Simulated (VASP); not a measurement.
Input of a VASP 6.6.1 run:

Contents of INCAR:

```
SYSTEM = GaSb3
PREC = Accurate
ENCUT = 520
EDIFF = 1E-7
ISMEAR = 0
SIGMA = 0.15
LREAL = .FALSE.
LASPH = .TRUE.
NELM = 60
ALGO = Normal
ISIF = 2
LWAVE = .FALSE.
LCHARG = .FALSE.
GGA = PS
NBANDS = 22
```

The input KPOINTS:

```
Automatic mesh
0
G
  10 10 10
  0 0 0
```

Contents of POSCAR:

```
GaSb3
1.0
   -0.0486830498      3.6466703981      3.3793694579
    3.5979873483      0.0000000000      3.3306864081
    3.6466703981      3.6466703981     -0.0486830498
Ga Sb
1 3
Direct
    0.0000000000      0.0000000000      0.0000000000
    0.2500000000      0.2500000000      0.2500000000
    0.7500000000      0.7500000000      0.7500000000
    0.5000000000      0.5000000000      0.5000000000
```

Potentials or basis: VASP PAW PBE potentials, release 64 (Ga_d, Sb).

Launch:

```bash
$ cat potpaw_PBE.64/Ga_d/POTCAR potpaw_PBE.64/Sb/POTCAR > POTCAR
$ mpirun -np 1 vasp_std > vasp.out
```

Q: What does it give for the band gap on the k mesh?

A: Zero (band 14 reaches 11.15 eV, above the bottom of band 15 at 6.55 eV).

Q: Estimate the pressure.

A: 6.3 GPa.

Q: What does it give for the largest force?

A: 0.104 eV/Å.

Stress tensor (GPa, compression positive):
```
5.74 0.00 1.22
0.00 5.97 0.00
1.22 0.00 7.28
```

Caveat: the cell differs from its parent crystal (engineering shear strain xz -0.0267, normal strain along z -0.0733); the PAW data sets were made with another functional, which shifts forces and pressure a little; spin-orbit coupling is left out, which moves the levels of the heavy elements.
